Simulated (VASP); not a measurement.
Input of a VASP 6.6.1 run:

The input INCAR:

```
PREC = Accurate
ENCUT = 520
EDIFF = 1E-6
ISMEAR = -1
SIGMA = 0.05
LREAL = Auto
LASPH = True
NELM = 60
ALGO = Normal
ISIF = 2
LWAVE = False
LCHARG = True
GGA = PE
LELF = True
LVHAR = True
NBANDS = 40
```

The input KPOINTS:

```
regular mesh
0
Gamma
  2 2 2
```

The input POSCAR:

```
Li
1.0
    6.9800000000      0.0000000000      0.0000000000
    0.0000000000      6.9800000000      0.0000000000
    0.0000000000      0.0000000000      6.9800000000
Li
17
Direct
    0.0175358166      0.0236676218      0.0590830946
    0.6770057307     -0.0428366762     -0.1030659026
   -0.0596418338      0.4684240688     -0.0038968481
    0.0129656160      0.0422206304      0.4839111748
    0.2839971347      0.3212893983      0.2378796562
    0.5259742120      0.5875644699     -0.0445988539
    0.4439398281     -0.0125787966      0.5513037249
    0.6864756447      0.2286962751      0.2522492837
    0.0441833811      0.4252722063      0.5601002865
    0.1275644699      0.6942693410      0.2872206304
    0.3070343840      0.2411747851      0.8375931232
    0.4482664756      0.5623065903      0.5201289398
    0.7373638968      0.7556160458      0.2862893983
    0.6971633238      0.2841547278      0.6921919771
    0.1998710602      0.7694126074      0.8044269341
    0.8222636103      0.7169484241      0.6559312321
    0.4011318052     -0.0710744986      0.1716762178
```

Potentials or basis: VASP PAW PBE potentials, release 64 (Li_sv).

Command:

```bash
$ cat potpaw_PBE.64/Li_sv/POTCAR > POTCAR
$ mpirun -np 1 vasp_std > vasp.out
```

Predict the largest force.

0.249 eV/Å.

Predict the band gap on the k mesh.

zero (an odd number of electrons rules out a gap without spin polarisation).

Forces on the atoms (eV/Å):
```
Li  -0.081  0.158 -0.073
Li  -0.092  0.125  0.074
Li   0.018  0.007 -0.003
Li   0.042 -0.070  0.098
Li   0.016 -0.087  0.016
Li  -0.079 -0.180  0.153
Li  -0.013 -0.040 -0.072
Li   0.121  0.188  0.066
Li   0.129 -0.094  0.004
Li   0.076 -0.006 -0.059
Li  -0.095 -0.017 -0.005
Li   0.052  0.022  0.031
Li  -0.003 -0.090 -0.097
Li   0.032  0.021 -0.014
Li   0.014 -0.035 -0.029
Li  -0.080  0.040  0.074
Li  -0.057  0.060 -0.162
```

Caveat: the k points lie up to 0.45 Å⁻¹ apart, too coarse for converged energies and pressures of a metal.
